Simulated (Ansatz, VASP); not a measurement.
V in VASP and in Ansatz

The input POSCAR:

```
V
1.0
   -1.4610173538      1.4610173538      1.4610173538
    1.4610173538     -1.4610173538      1.4610173538
    1.4610173538      1.4610173538     -1.4610173538
V
1
Direct
    0.0000000000      0.0000000000      0.0000000000
```

Contents of INCAR.step1:

```
PREC     = Accurate       # precision mode
ENCUT    = 520            # plane-wave cutoff, eV
ISMEAR   = -1             # smearing method
SIGMA    = 0.03           # smearing width, eV
LREAL    = False          # projectors in reciprocal space
LASPH    = True           # aspherical terms in the spheres
NELM     = 60             # most SCF steps
NBANDS   = 12             # bands
GGA      = PE             # functional
ALGO     = Normal         # electronic algorithm
EDIFF    = 1E-4           # SCF threshold, eV
LWAVE    = True           # write WAVECAR
LCHARG   = False          # write CHGCAR
```

INCAR.step2

```
PREC     = Accurate       # precision mode
ENCUT    = 520            # plane-wave cutoff, eV
EDIFF    = 1E-8           # SCF threshold, eV
ISMEAR   = -1             # smearing method
SIGMA    = 0.03           # smearing width, eV
LREAL    = False          # projectors in reciprocal space
LASPH    = True           # aspherical terms in the spheres
NELM     = 60             # most SCF steps
ALGO     = Normal         # electronic algorithm
ISIF     = 2              # what is computed and relaxed
LWAVE    = False          # write WAVECAR
LCHARG   = False          # write CHGCAR
METAGGA  = R2SCAN         # meta-GGA
LMIXTAU  = True         
LEFG     = True         
NBANDS   = 12             # bands
ISTART   = 1
```

Contents of KPOINTS:

```
regular mesh
0
Gamma
  15 15 15
```

Input for Ansatz:

```yaml
crystal:
  lattice:
    - [-1.4610173538, 1.4610173538, 1.4610173538]
    - [1.4610173538, -1.4610173538, 1.4610173538]
    - [1.4610173538, 1.4610173538, -1.4610173538]
  atoms:
    - { symbol: V, position: [0.0, 0.0, 0.0] }
kpoints:
  mp_grid: { grid: [15, 15, 15] }
scf:
  occupations: { method: fermi_dirac, width: 0.03 }
hamiltonian:
  xc: r2scan
  pseudopotentials: { kind: all_electron, datasets: crystal }
output:
  forces: true
  stress: true
  eigenvalues: true
  efg: { contact_densities: true }
```

Change from the starting cell: volume scaled by 0.9405, crystal datasets.

Alike in both runs: task electric field gradients; functional r2SCAN; k mesh 15 × 15 × 15; occupations fermi-dirac, width 0.03 eV; no spin polarisation.

```csv
,VASP,Ansatz
version,VASP 6.6.1,Ansatz 0.2.0
potentials or method,"VASP PAW PBE potentials, release 64 (V_sv), cutoff 520 eV","all-electron PAW with datasets made for the crystal, scalar-relativistic"
```

|  | VASP | Ansatz | Ansatz less VASP |
| --- | --- | --- | --- |
| pressure (GPa) | 13.8 | 12.8 | -1.07 |

VASP's potentials were made for PBE, not for r2SCAN. Ansatz ran all-electron here, and VASP with PAW potentials.
